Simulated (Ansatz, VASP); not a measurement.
**Two plane-wave programs on KCl**

```xyz
2
Lattice="3.7432 0.0000 0.0000 0.0000 3.7432 0.0000 0.0000 0.0000 3.6472" Properties=species:S:1:pos:R:3 pbc="T T T"
K     0.0000    0.0000    0.0000
Cl    1.8716    1.8716    1.8236
```

Change from the starting cell: strain -0.025 along x and y, -0.050 along z, atoms carried along.

Alike in both runs: task single point; functional LDA; k mesh 6 × 6 × 6; occupations gaussian, width 0.05 eV; no spin polarisation.

```csv
,VASP,Ansatz
version,VASP 6.6.1,Ansatz 0.2.0
potentials or method,"VASP PAW LDA potentials, release 64 (K_sv, Cl), cutoff 520 eV","scalar-relativistic, plane waves, PAW"
valence electrons in the cell,16,16
```

Ansatz gave:

```
gap on the k mesh at the Fermi level (eV)                     : 4.71
least direct gap on the mesh (eV)                             : 4.92
pressure (GPa)                                                : -1.5
traceless stress, the component that is largest in VASP (GPa) : 0.82
```

Q: Which values does VASP return?

A: gap on the k mesh at the Fermi level (eV): 4.72; least direct gap on the mesh (eV): 4.93; pressure (GPa): -1.5; traceless stress, the component that is largest in VASP (GPa): 0.82.

LDA's correlation is that of Perdew and Zunger in VASP and of Perdew and Wang (1992) in Ansatz.
